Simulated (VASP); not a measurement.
# BeS (I-4m2) in VASP: further runs, part 2 of 2

VASP 6.6.1. The steps go on from the part before.

## 3. Single point, PBEsol (14.83 Å³/atom)

The input, INCAR:

```
ALGO = Normal
EDIFF = 1E-6
ENCUT = 520
GGA = PS
ISIF = 2
ISMEAR = 0
LASPH = T
LCHARG = F
LREAL = F
LWAVE = F
NBANDS = 11
NELM = 80
PREC = Accurate
SIGMA = 0.05
```

The input, KPOINTS:

```
k-points
0
Gamma
  10 10 10
```

The input, POSCAR:

```
BeS
1.0
    0.0000000000      2.5643573413      2.4051372550
    2.4051372550      0.0000000000      2.4051372550
    2.4051372550      2.5643573413      0.0000000000
Be S
1 1
Direct
    0.0000000000      0.0000000000      0.0000000000
    0.7500000000      0.7500000000      0.7500000000
```

Potentials or basis: VASP PAW PBE potentials, release 64 (Be, S).

Started as:

```sh
cat potpaw_PBE.64/Be/POTCAR potpaw_PBE.64/S/POTCAR > POTCAR
mpirun -np 1 vasp_std > vasp.out
```

OUTCAR:

```text
EDIFF = 1E-6
   ENCUT = 520
   GGA = PS
   ISIF = 2
   ISMEAR = 0
   LASPH = T
   LREAL = F
   NELM = 80
   PREC = Accurate

 ion  position               nearest neighbor table
   1  0.000  0.000  0.000-   2 2.13   2 2.13   2 2.13   2 2.13
   2  0.750  0.750  0.750-   1 2.13   1 2.13   1 2.13   1 2.13

  LATTYP: Found a body centered tetragonal cell.
 ALAT       =     3.4013777254
 C/A-ratio  =     1.5078345002

  Lattice vectors:

 A1 = (   0.0000000000,  -2.5643573413,   2.4051372550)
 A2 = (   0.0000000000,  -2.5643573413,  -2.4051372550)
 A3 = (   2.4051372550,   2.5643573413,   0.0000000000)

Analysis of symmetry for initial positions (statically):
=====================================================================
 Subroutine PRICEL returns:
 Original cell was already a primitive cell.

 Routine SETGRP: Setting up the symmetry group for a
 body centered tetragonal supercell.

 Subroutine GETGRP returns: Found  8 space group operations
 (whereof  8 operations were pure point group operations)
 out of a pool of 16 trial point group operations.

The static configuration has the point symmetry D_2d.

Analysis of symmetry for dynamics (positions and initial velocities):
=====================================================================
 Subroutine PRICEL returns:
 Original cell was already a primitive cell.

 Routine SETGRP: Setting up the symmetry group for a
 body centered tetragonal supercell.

 Subroutine GETGRP returns: Found  8 space group operations
 (whereof  8 operations were pure point group operations)
 out of a pool of 16 trial point group operations.

The dynamic configuration has the point symmetry D_2d.

 Subroutine INISYM returns: Found  8 space group operations
 (whereof  8 operations are pure point group operations),
 and found     1 'primitive' translations

----------------------------------------------------------------------------------------

                                     Primitive cell
[... 114 lines left out ...]
  Thomas-Fermi vector in A             =   2.192931
   LORBIT       =      0    0 simple, 1 ext, 2 COOP (PROOUT), +10 PAW based schemes
   GGA     = PS    functional components
   LHFCALC =     F    Hartree Fock is set to
   AEXX    =    0.0000 exact exchange contribution
   IVDW    =     0    specifies the selected vdW correction
   LEPSILON=     F    determine dielectric tensor
   LRPA    =     F    only Hartree local field effects (RPA)
 non-spin polarized calculation
 Gauss-broadening in eV      SIGMA  =   0.05
  energy-cutoff  :      520.00
  volume of cell :       29.67
 maximum number of plane-waves:       815
 NGX is ok and might be reduce to    28
   NGX = 13   NGY = 13   NGZ = 13

 number of electron       7.9999999 magnetization

 Free energy of the ion-electron system (eV)
  ---------------------------------------------------
  ext. energy  EPLUGINS =         0.00000000
  ---------------------------------------------------
  free energy    TOTEN  =       -10.52256606 eV

  energy without entropy =      -10.52256606  energy(sigma->0) =      -10.52256606

 E-fermi :   4.1322     XC(G=0):  -9.7442

 val. band max:        3.8732654464   @ k =   0.0000   0.0000   0.0000
 cond. band min:       6.6144589767   @ k =   0.5000   0.5000   0.0000
 fundamental gap:      2.7411935302
 Fermi energy:         4.1322132688

 k-point     1 :       0.0000    0.0000    0.0000
  band No.  band energies     occupation
      1      -9.7063      2.00000
      2       3.5019      2.00000
      3       3.8733      2.00000
      4       3.8733      2.00000
      5       9.1047      0.00000
      6       9.3726      0.00000
      7       9.3726      0.00000
      8       9.4597      0.00000
      9      15.6704      0.00000
     10      17.1725      0.00000
     11      18.1381      0.00000
[... 309 lines left out ...]
 k-point    24 :       0.4000    0.3000   -0.0000
  band No.  band energies     occupation
      1      -8.1200      2.00000
      2      -0.2288      2.00000
      3       1.3241      2.00000
      4       1.5249      2.00000
      5       7.5903      0.00000
      6       9.3537      0.00000
      7      13.0754      0.00000
      8      14.3095      0.00000
      9      17.0417      0.00000
     10      18.6443      0.00000
     11      20.3981      0.00000

 [... further k-points ...]
[... 5 lines left out ...]
  --------------------------------------------------------------------------------------
  -------------------------------------------------------------------------------------
  Total       -0.3487683     -1.5594951     -0.3487683      0.0000000      0.0000000      0.0000000
  in kB      -18.8347273    -84.2182701    -18.8347273      0.0000000      0.0000000      0.0000000
  external PRESSURE =     -40.6292416 kB  Pullay stress =       0.0000000 kB

 VOLUME and BASIS-vectors are now :
 -----------------------------------------------------------------------------
  energy-cutoff  :      520.00
  volume of cell :       29.67
      direct lattice vectors                 reciprocal lattice vectors
     0.000000000  2.564357341  2.405137255    -0.207888344  0.194980626  0.207888344
     2.405137255  0.000000000  2.405137255     0.207888344 -0.194980626  0.207888344
     2.405137255  2.564357341  0.000000000     0.207888344  0.194980626 -0.207888344

 POSITION                                       TOTAL-FORCE (eV/Angst)
 -----------------------------------------------------------------------------------
      0.00000      0.00000      0.00000         0.000000     -0.000000      0.000000
      3.60771      3.84654      3.60771        -0.000000      0.000000     -0.000000
 -----------------------------------------------------------------------------------
    total drift:                                0.000000      0.000000      0.000000

  FREE ENERGIE OF THE ION-ELECTRON SYSTEM (eV)
  ---------------------------------------------------
  free  energy   TOTEN  =       -10.5225660572 eV

  energy  without entropy=      -10.5225660572  energy(sigma->0) =      -10.52256606
```

OSZICAR:

```text
N       E                     dE             d eps       ncg     rms          rms(c)
DAV:   1     0.195667690497E+02    0.19567E+02   -0.38401E+03  2244   0.620E+02
DAV:   2    -0.938584483051E+01   -0.28953E+02   -0.27871E+02  2918   0.113E+02
DAV:   3    -0.106817164430E+02   -0.12959E+01   -0.12935E+01  2966   0.241E+01
DAV:   4    -0.106890591216E+02   -0.73427E-02   -0.73412E-02  2743   0.210E+00
DAV:   5    -0.106891242164E+02   -0.65095E-04   -0.65094E-04  2958   0.198E-01    0.505E+00
DAV:   6    -0.105630669646E+02    0.12606E+00   -0.11694E-01  2581   0.152E+00    0.335E+00
DAV:   7    -0.105223287705E+02    0.40738E-01   -0.93481E-02  2650   0.150E+00    0.860E-01
DAV:   8    -0.105225069251E+02   -0.17815E-03   -0.55358E-03  3001   0.375E-01    0.116E-01
DAV:   9    -0.105225456018E+02   -0.38677E-04   -0.33165E-04  2721   0.117E-01    0.293E-02
DAV:  10    -0.105225645125E+02   -0.18911E-04   -0.36402E-05  2818   0.334E-02    0.829E-03
DAV:  11    -0.105225658794E+02   -0.13669E-05   -0.68882E-06  2813   0.132E-02    0.654E-03
DAV:  12    -0.105225660572E+02   -0.17779E-06   -0.19172E-07  1464   0.319E-03
   1 F= -.10522566E+02 E0= -.10522566E+02  d E =-.126751E-15
```

Run time: 90 s. Hardware: 1 thread of Intel Xeon 8259CL, shared host; peak memory 0.17 GiB.

What came out:

```
Free energy            : -10.5226 eV
Pressure               : -4.1 GPa
Band gap on the k mesh : 2.74 eV (least direct gap 5.23 eV)
```

Levels at points of the mesh, in eV from the valence-band top:
| k point | band 1 | band 2 | band 3 | band 4 | band 5 | band 6 | band 7 | band 8 | band 9 |
| --- | --- | --- | --- | --- | --- | --- | --- | --- | --- |
| (0.00, 0.00, 0.00) | -13.58 | -0.37 | 0.00 | 0.00 | 5.23 | 5.50 | 5.50 | 5.59 | 11.80 |
| (0.50, 0.00, 0.00) | -12.05 | -5.73 | -1.40 | -0.81 | 4.86 | 6.35 | 6.65 | 10.69 | 14.22 |
| (0.50, 0.50, 0.00) | -11.44 | -4.85 | -2.86 | -2.76 | 2.74 | 4.53 | 12.02 | 12.19 | 14.91 |
| (0.50, 0.00, 0.50) | -11.73 | -5.27 | -2.32 | -2.32 | 3.23 | 5.12 | 12.27 | 12.27 | 14.20 |

Caveat: the cell stands under tension; the PAW data sets were made with another functional, which shifts forces and pressure a little. A k mesh can miss the band edges.
